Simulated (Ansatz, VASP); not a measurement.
**ZnPd5Au in VASP and in Ansatz**

Contents of POSCAR:

```
ZnPd5Au
1.0
    3.8009770000      0.0000000000      0.0000000000
    0.0000000000      3.8009770000      0.0000000000
    0.0000000000      0.0000000000      6.6758530000
Pd Zn Au
5 1 1
Direct
    0.5000000000      0.0000000000      0.7262000000
    0.0000000000      0.5000000000      0.7262000000
    0.5000000000      0.0000000000      0.2738000000
    0.0000000000      0.5000000000      0.2738000000
    0.0000000000      0.0000000000      0.0000000000
    0.5000000000      0.5000000000      0.0000000000
    0.0000000000      0.0000000000      0.5000000000
```

INCAR.step1

```
SYSTEM = ZnPd5Au
  PREC = Accurate
  ENCUT = 520
  ISMEAR = -5
  SIGMA = 0.1
  LREAL = .False.
  LASPH = .True.
  NELM = 80
  NBANDS = 46
  GGA = PE
  ALGO = Normal
  EDIFF = 1E-4
  LWAVE = .True.
  LCHARG = .False.
```

File INCAR.step2:

```
SYSTEM = ZnPd5Au
  PREC = Accurate
  ENCUT = 520
  EDIFF = 1E-7
  ISMEAR = -5
  SIGMA = 0.1
  LREAL = .False.
  LASPH = .True.
  NELM = 80
  ALGO = Normal
  ISIF = 2
  LWAVE = .False.
  LCHARG = .False.
  METAGGA = R2SCAN
  LMIXTAU = .True.
  NBANDS = 46
  ISTART = 1
```

Contents of KPOINTS:

```
Automatic mesh
0
Gamma
  7 7 4
  0 0 0
```

Input for Ansatz:

```yaml
crystal:
  lattice:
    - [3.800977, 0.0, 0.0]
    - [0.0, 3.800977, 0.0]
    - [0.0, 0.0, 6.675853]
  atoms:
    - { symbol: Pd, position: [0.5, 0.0, 0.7262] }
    - { symbol: Pd, position: [0.0, 0.5, 0.7262] }
    - { symbol: Pd, position: [0.5, 0.0, 0.2738] }
    - { symbol: Pd, position: [0.0, 0.5, 0.2738] }
    - { symbol: Pd, position: [0.0, 0.0, 0.0] }
    - { symbol: Zn, position: [0.5, 0.5, 0.0] }
    - { symbol: Au, position: [0.0, 0.0, 0.5] }
  symmetry: { tolerance: 0.0003 }
kpoints:
  mp_grid: { grid: [7, 7, 4], shift: [0, 0, 0] }
  band_path:
    path:
      - [0.0, 0.0, 0.0]
      - [0.0, 0.5, 0.0]
      - [0.5, 0.5, 0.0]
      - [0.0, 0.0, 0.0]
      - [0.0, 0.0, 0.5]
      - [0.0, 0.5, 0.5]
      - [0.5, 0.5, 0.5]
      - [0.0, 0.0, 0.5]
    npoints: 7
magnetization:
  spin_polarized: false
scf:
  occupations: { method: tetrahedron }
  lower_state_search: "off"
  max_iter: 200
hamiltonian:
  pseudopotentials: { kind: paw }
  xc: r2scan
basis:
  ecutwfc: 500
  fft_grid_basis: typed
output:
  forces: true
  stress: true
  eigenvalues: true
  bader: true
  populations: true
  elf: true
  write_potential: true
  volumetric_format: npy
  dos:
    e_range: [-12, 8]
    de: 0.05
    projected: { site_lists: { Au: [Au], Pd: [Pd], Zn: [Zn] } }
checkpoint:
  read: saved_state
```

Alike in both runs: task single point; functional r2SCAN; k mesh 7 × 7 × 4; occupations tetrahedron; no spin polarisation.

```csv
,VASP,Ansatz
version,VASP 6.6.1,Ansatz 0.2.0
potentials or method,"VASP PAW PBE potentials, release 64 (Pd, Zn, Au), cutoff 520 eV",PAW plane waves
valence electrons in the cell,73,121
```

```csv
,VASP,Ansatz,Ansatz less VASP
rms of the force components (eV/Å),1.003,1.008,+0.0049
```

VASP's potentials were made for PBE, not for r2SCAN. Atom by atom the forces differ by 0.005 eV/Å (rms over components). VASP's potentials hold 73 valence electrons a cell and Ansatz's 121, so a difference there can come from the potentials and not from the codes. Ansatz's warnings: band table not solved further, product built on unsolved table, tetrahedron derivatives may miss energy slope.

Spin-orbit coupling is off throughout.
